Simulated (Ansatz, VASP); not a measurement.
**Sr in VASP and in Ansatz**

```xyz
2
Lattice="4.3129 0.0000 0.0000 -2.1565 3.7351 0.0000 0.0000 0.0000 7.0459" Properties=species:S:1:pos:R:3 pbc="T T T"
Sr    0.0000    2.4901    1.7615
Sr    2.1565    1.2450    5.2844
```

Alike in both runs: task single point; functional BLYP; k mesh 10 × 10 × 5; occupations fermi-dirac, width 0.1 eV; no spin polarisation.

```csv
,VASP,Ansatz
version,VASP 6.6.1,Ansatz 0.2.0
potentials or method,"VASP PAW PBE potentials, release 64 (Sr_sv), cutoff 520 eV","plane waves (420 eV) with PAW, scalar-relativistic"
valence electrons in the cell,20,20
```

```csv
,VASP,Ansatz,Ansatz less VASP
pressure (GPa),0.0,0.0,0.00
```

VASP's potentials were made for PBE, not for BLYP.
